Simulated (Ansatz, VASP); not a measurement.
**K2TiI6O18: VASP beside Ansatz**

Contents of INCAR:

```
SYSTEM = K2TiI6O18
  ALGO = Normal
  EDIFF = 1E-8
  ENCUT = 520
  GGA = PE
  ISIF = 2
  ISMEAR = -1
  LASPH = .TRUE.
  LCHARG = .FALSE.
  LEFG = .TRUE.
  LREAL = Auto
  LWAVE = .FALSE.
  NBANDS = 109
  NELM = 80
  PREC = Accurate
  SIGMA = 0.02
```

KPOINTS

```
k-points
0
G
  3 3 3
  0 0 0
```

File POSCAR:

```
K2TiI6O18
1.0
    5.6351500000      3.2534553694      3.7838000000
   -5.6351500000      3.2534553694      3.7838000000
    0.0000000000     -6.5069107388      3.7838000000
K Ti I O
2 1 6 18
Direct
    0.1758898370      0.1758898370      0.1758898370
    0.8241101630      0.8241101630      0.8241101630
    0.5000000000      0.5000000000      0.5000000000
    0.7084527776      0.1233947382      0.3371627652
    0.3371627652      0.7084527776      0.1233947382
    0.1233947382      0.3371627652      0.7084527776
    0.2915472224      0.8766052618      0.6628372348
    0.6628372348      0.2915472224      0.8766052618
    0.8766052618      0.6628372348      0.2915472224
    0.5518222393      0.3024041705      0.3277505300
    0.3277505300      0.5518222393      0.3024041705
    0.3024041705      0.3277505300      0.5518222393
    0.4481777607      0.6975958295      0.6722494700
    0.6722494700      0.4481777607      0.6975958295
    0.6975958295      0.6722494700      0.4481777607
    0.9135049578      0.2900037828      0.3856126946
    0.3856126946      0.9135049578      0.2900037828
    0.2900037828      0.3856126946      0.9135049578
    0.0864950422      0.7099962172      0.6143873054
    0.6143873054      0.0864950422      0.7099962172
    0.7099962172      0.6143873054      0.0864950422
    0.6886228713      0.0725124541      0.0908651862
    0.0908651862      0.6886228713      0.0725124541
    0.0725124541      0.0908651862      0.6886228713
    0.3113771287      0.9274875459      0.9091348138
    0.9091348138      0.3113771287      0.9274875459
    0.9274875459      0.9091348138      0.3113771287
```

Input for Ansatz:

```yaml
crystal:
  lattice:
    - [5.63515, 3.2534553694, 3.7838]
    - [-5.63515, 3.2534553694, 3.7838]
    - [0.0, -6.5069107388, 3.7838]
  atoms:
    - { symbol: K, position: [0.175889837, 0.175889837, 0.175889837] }
    - { symbol: K, position: [0.824110163, 0.824110163, 0.824110163] }
    - { symbol: Ti, position: [0.5, 0.5, 0.5] }
    - { symbol: I, position: [0.7084527776, 0.1233947382, 0.3371627652] }
    - { symbol: I, position: [0.3371627652, 0.7084527776, 0.1233947382] }
    - { symbol: I, position: [0.1233947382, 0.3371627652, 0.7084527776] }
    - { symbol: I, position: [0.2915472224, 0.8766052618, 0.6628372348] }
    - { symbol: I, position: [0.6628372348, 0.2915472224, 0.8766052618] }
    - { symbol: I, position: [0.8766052618, 0.6628372348, 0.2915472224] }
    - { symbol: O, position: [0.5518222393, 0.3024041705, 0.32775053] }
    - { symbol: O, position: [0.32775053, 0.5518222393, 0.3024041705] }
    - { symbol: O, position: [0.3024041705, 0.32775053, 0.5518222393] }
    - { symbol: O, position: [0.4481777607, 0.6975958295, 0.67224947] }
    - { symbol: O, position: [0.67224947, 0.4481777607, 0.6975958295] }
    - { symbol: O, position: [0.6975958295, 0.67224947, 0.4481777607] }
    - { symbol: O, position: [0.9135049578, 0.2900037828, 0.3856126946] }
    - { symbol: O, position: [0.3856126946, 0.9135049578, 0.2900037828] }
    - { symbol: O, position: [0.2900037828, 0.3856126946, 0.9135049578] }
    - { symbol: O, position: [0.0864950422, 0.7099962172, 0.6143873054] }
    - { symbol: O, position: [0.6143873054, 0.0864950422, 0.7099962172] }
    - { symbol: O, position: [0.7099962172, 0.6143873054, 0.0864950422] }
    - { symbol: O, position: [0.6886228713, 0.0725124541, 0.0908651862] }
    - { symbol: O, position: [0.0908651862, 0.6886228713, 0.0725124541] }
    - { symbol: O, position: [0.0725124541, 0.0908651862, 0.6886228713] }
    - { symbol: O, position: [0.3113771287, 0.9274875459, 0.9091348138] }
    - { symbol: O, position: [0.9091348138, 0.3113771287, 0.9274875459] }
    - { symbol: O, position: [0.9274875459, 0.9091348138, 0.3113771287] }
kpoints:
  mp_grid: { grid: [3, 3, 3] }
scf:
  occupations: { method: fermi_dirac, width: 0.02 }
hamiltonian:
  xc: pbe
  pseudopotentials: { kind: paw, frozen_core: stored }
output:
  forces: true
  stress: true
  populations: true
  efg:
    quadrupole_moments_barn: { K: 0.0603, Ti: 0.247, I: -0.68822, O: -0.02558 }
    contact_densities: true
```

Alike in both runs: task electric field gradients; functional PBE; k mesh 3 × 3 × 3; occupations fermi-dirac, width 0.02 eV; no spin polarisation.

```csv
,VASP,Ansatz
version,VASP 6.6.1,Ansatz 0.2.0
potentials or method,"VASP PAW PBE potentials, release 64 (K_sv, Ti_sv, I, O)","plane-wave PAW, scalar-relativistic"
plane-wave cutoff (eV),520,420
valence electrons in the cell,180,240
```

```csv
,VASP,Ansatz,Ansatz less VASP
gap on the k mesh at the Fermi level (eV),2.79,2.80,+0.013
pressure (GPa),1.7,2.1,+0.35
"traceless stress, the component that is largest in VASP (GPa)",-0.36,-0.36,+0.005
rms of the force components (eV/Å),0.034,0.005,-0.0298
size of Vzz on the site where it differs most (V/Å²),510.3,500.9,-9.38
```

Atom by atom the forces differ by 0.034 eV/Å (rms over components). VASP's potentials hold 180 valence electrons a cell and Ansatz's 240, so a difference there can come from the potentials and not from the codes.

Spin-orbit coupling is off throughout.
